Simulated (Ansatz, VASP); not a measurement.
**LiF in VASP and in Ansatz**

File POSCAR:

```
LiF
1.0
    0.0000000000      2.0146242303      2.0146242303
    2.0146242303      0.0000000000      2.0146242303
    2.0146242303      2.0146242303      0.0000000000
Li F
1 1
Direct
    0.0000000000      0.0000000000      0.0000000000
    0.5000000000      0.5000000000      0.5000000000
```

File INCAR.step1:

```
PREC = Accurate
ENCUT = 520
ISMEAR = 0
SIGMA = 0.01
LREAL = False
LASPH = True
NELM = 100
NBANDS = 12
GGA = PE
ALGO = Normal
EDIFF = 1E-4
LWAVE = True
LCHARG = False
```

The input INCAR.step2:

```
PREC = Accurate
ENCUT = 520
EDIFF = 1E-6
ISMEAR = 0
SIGMA = 0.01
LREAL = False
LASPH = True
NELM = 100
ALGO = Normal
ISIF = 2
LWAVE = False
LCHARG = False
METAGGA = R2SCAN
LMIXTAU = True
NBANDS = 12
ISTART = 1
```

KPOINTS

```
Automatic mesh
0
Gamma
  10 10 10
```

Input for Ansatz:

```yaml
crystal:
  lattice:
    - [0.0, 2.0146242303, 2.0146242303]
    - [2.0146242303, 0.0, 2.0146242303]
    - [2.0146242303, 2.0146242303, 0.0]
  atoms:
    - { symbol: Li, position: [0.0, 0.0, 0.0] }
    - { symbol: F, position: [0.5, 0.5, 0.5] }
kpoints:
  mp_grid: { grid: [10, 10, 10] }
hamiltonian:
  xc: r2scan
scf:
  occupations: { method: fixed }
  n_extra_bands: 4
output:
  forces: true
  stress: true
  eigenvalues: true
```

Alike in both runs: task single point; functional r2SCAN; k mesh 10 × 10 × 10; no spin polarisation.

|  | VASP | Ansatz |
| --- | --- | --- |
| version | VASP 6.6.1 | Ansatz 0.2.0 |
| potentials or method | VASP PAW PBE potentials, release 64 (Li_sv, F) | plane waves, PAW |
| plane-wave cutoff (eV) | 520 | 500 |
| occupations | gaussian, width 0.01 eV | fixed |
| valence electrons in the cell | 10 | 10 |

VASP gave:

| Property | Result |
| --- | --- |
| gap on the k mesh at the Fermi level (eV) | 10.26 |

**Question.** Estimate Ansatz's values.

**Answer.** gap on the k mesh at the Fermi level (eV): 10.05.

VASP's potentials were made for PBE, not for r2SCAN.

Noted on VASP's run: the cutoff is short for stress, so the pressure is rough.
